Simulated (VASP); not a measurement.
A run of VASP 6.6.1:

Contents of POSCAR:

```
GaIr
1.0
    3.0040000000      0.0000000000      0.0000000000
    0.0000000000      3.0040000000      0.0000000000
    0.0000000000      0.0000000000      3.0040000000
Ga Ir
1 1
Direct
    0.0000000000      0.0000000000      0.0000000000
    0.5000000000      0.5000000000      0.5000000000
```

INCAR.step1

```
SYSTEM = GaIr
PREC = Accurate
ENCUT = 520
ISMEAR = -1
SIGMA = 0.05
LREAL = .FALSE.
LASPH = .TRUE.
NELM = 60
NBANDS = 18
GGA = PE
ALGO = Normal
EDIFF = 1E-4
LWAVE = .TRUE.
LCHARG = .FALSE.
```

Contents of INCAR.step2:

```
SYSTEM = GaIr
PREC = Accurate
ENCUT = 520
EDIFF = 1E-8
ISMEAR = -1
SIGMA = 0.05
LREAL = .FALSE.
LASPH = .TRUE.
NELM = 60
ALGO = Normal
ISIF = 2
LWAVE = .FALSE.
LCHARG = .FALSE.
METAGGA = R2SCAN
LMIXTAU = .TRUE.
LEFG = .TRUE.
NBANDS = 18
ISTART = 1
```

The input KPOINTS:

```
Automatic mesh
0
G
  12 12 12
  0 0 0
```

Potentials or basis: VASP PAW PBE potentials, release 64 (Ga_d, Ir).

Command:

```console
$ cat potpaw_PBE.64/Ga_d/POTCAR potpaw_PBE.64/Ir/POTCAR > POTCAR
$ cp INCAR.step1 INCAR
$ mpirun -np 1 vasp_std > vasp.out
$ cp INCAR.step2 INCAR
$ mpirun -np 1 vasp_std > vasp.out
```

Hardware: 1 thread of Intel(R) Xeon(R) Platinum 8488C (Sapphire Rapids), with other jobs on the host.

**Question.** How long does it take, and how much memory?

**Answer.** Wall time 100 s on 1 thread of Intel(R) Xeon(R) Platinum 8488C (Sapphire Rapids), on a shared host, peak memory 0.18 GiB. Counts: k points 84.
